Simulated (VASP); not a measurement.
A run of VASP 6.6.1:

The input INCAR:

```
SYSTEM = Pb
ALGO = Normal
EDIFF = 1E-6
ENCUT = 520
GGA = PE
ISIF = 2
ISMEAR = -1
LASPH = .True.
LCHARG = .False.
LREAL = .False.
LWAVE = .False.
NBANDS = 13
NELM = 60
PREC = Accurate
SIGMA = 0.08
```

The input KPOINTS:

```
k-points
0
Gamma
  16 16 15
  0 0 0
```

Contents of POSCAR:

```
Pb
1.0
    2.7353655123      0.0000000000      0.0000000000
   -1.3676827562      2.3688960223      0.0000000000
    0.0000000000      0.0000000000      2.5735589737
Pb
1
Direct
    0.0000000000      0.0000000000      0.0000000000
```

Potentials or basis: VASP PAW PBE potentials, release 64 (Pb_d).

Launch:

```bash
$ cat potpaw_PBE.64/Pb_d/POTCAR > POTCAR
$ mpirun -np 1 vasp_std > vasp.out
```

Hardware: 1 thread of Intel(R) Xeon(R) 6975P-C (Granite Rapids), on a shared host.

**Question.** Estimate the wall time of this run.

**Answer.** It took 16 s on 1 thread of Intel(R) Xeon(R) 6975P-C (Granite Rapids), with other jobs on the host, peak memory 0.16 GiB. Counts: scf iterations 11, k points 240.
